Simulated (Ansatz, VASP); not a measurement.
Two plane-wave programs on Sr2Be

```
Sr Be
1.0
    -3.84145    3.84145    3.61632
     3.84145   -3.84145    3.61632
     3.84145    3.84145   -3.61632
Sr Be
4 2
Direct
  0.68708 0.18708 0.87417
  0.18708 0.31292 0.50000
  0.31292 0.81292 0.12583
  0.81292 0.68708 0.50000
  0.25000 0.25000 0.00000
  0.75000 0.75000 0.00000
```

Alike in both runs: functional PBE; k mesh 4 × 4 × 4; occupations gaussian, width 0.1 eV; no spin polarisation.

Ansatz relaxed the structure, and its values are those at the end. VASP's run is a single point on that final structure, the one shown.

```csv
,VASP,Ansatz
version,VASP 6.6.1,Ansatz 0.2.0
potentials or method,"VASP PAW PBE potentials, release 64 (Sr_sv, Be), cutoff 600 eV","scalar-relativistic, plane waves, PAW"
valence electrons in the cell,44,44
```

```tsv
	VASP	Ansatz	Ansatz less VASP
gap on the k mesh at the Fermi level (eV)	none	none	-
pressure (GPa)	0.2	0.2	-0.04
rms of the force components (eV/Å)	0.003	0.003	+0.0004
```

A gap of «none» marks a metal or a gap that the smearing closes.
